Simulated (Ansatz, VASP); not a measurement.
# One calculation of AlP5, two programs

The input INCAR:

```
PREC = Accurate ; ENCUT = 600
EDIFF = 1E-6 ; ISMEAR = 0
SIGMA = 0.1 ; LREAL = F
LASPH = T ; NELM = 100
ALGO = Normal ; ISIF = 3
LWAVE = F ; LCHARG = F
GGA = PE ; IBRION = 2
NSW = 100 ; EDIFFG = -0.01
```

KPOINTS

```
Automatic mesh
0
Gamma
  12 12 6
```

POSCAR

```
AlP5
1.0
    5.2350455961      0.0000000000      0.0000000000
   -2.6175227980      4.5336824762      0.0000000000
    0.0000000000      0.0000000000      7.8866732998
Al P
1 5
Direct
    0.0000000000      0.0000000000      0.5000000000
    0.6330080609      0.0000000000      0.0000000000
    0.0000000000      0.6330080609      0.0000000000
    0.3669919391      0.3669919391      0.0000000000
    0.0000000000      0.0000000000      0.1579487517
    0.0000000000      0.0000000000      0.8420512483
```

Input for Ansatz:

```yaml
crystal:
  lattice:
    - [5.2350455961, 0.0, 0.0]
    - [-2.617522798, 4.5336824762, 0.0]
    - [0.0, 0.0, 7.8866732998]
  atoms:
    - { symbol: Al, position: [0.0, 0.0, 0.5] }
    - { symbol: P, position: [0.6330080609, 0.0, 0.0] }
    - { symbol: P, position: [0.0, 0.6330080609, 0.0] }
    - { symbol: P, position: [0.3669919391, 0.3669919391, 0.0] }
    - { symbol: P, position: [0.0, 0.0, 0.1579487517] }
    - { symbol: P, position: [0.0, 0.0, 0.8420512483] }
basis:
  ecutwfc: 420
kpoints:
  mp_grid: { grid: [12, 12, 6] }
hamiltonian:
  xc: pbe
scf:
  occupations: { method: gaussian, width: 0.1 }
output:
  forces: true
  stress: true
  eigenvalues: true
  write_density: true
  write_potential: true
  elf: true
  volumetric_format: npy
relax:
  adjacent_minimum: "off"
  f_tol: 0.01
  max_steps: 80
  cell: { stress_tol: 0.05 }
```

Alike in both runs: task relaxation of cell and atoms; functional PBE; k mesh 12 × 12 × 6; occupations gaussian, width 0.1 eV; no spin polarisation.

|  | VASP | Ansatz |
| --- | --- | --- |
| version | VASP 6.6.1 | Ansatz 0.2.0 |
| potentials or method | VASP PAW PBE potentials, release 64 (Al, P), cutoff 600 eV | scalar-relativistic, plane waves, PAW |
| valence electrons in the cell | 28 | 28 |

|  | VASP | Ansatz | Ansatz less VASP |
| --- | --- | --- | --- |
| gap on the k mesh at the Fermi level, each at its own relaxed structure (eV) | none | none | - |
| relaxed volume (Å³/atom) | 31.10 | 30.88 | -0.219 |
| relaxed cell length with the largest relative difference (Å) | 8.047 | 8.000 | -0.0477 |

A gap of «none» marks a metal or a gap that the smearing closes.
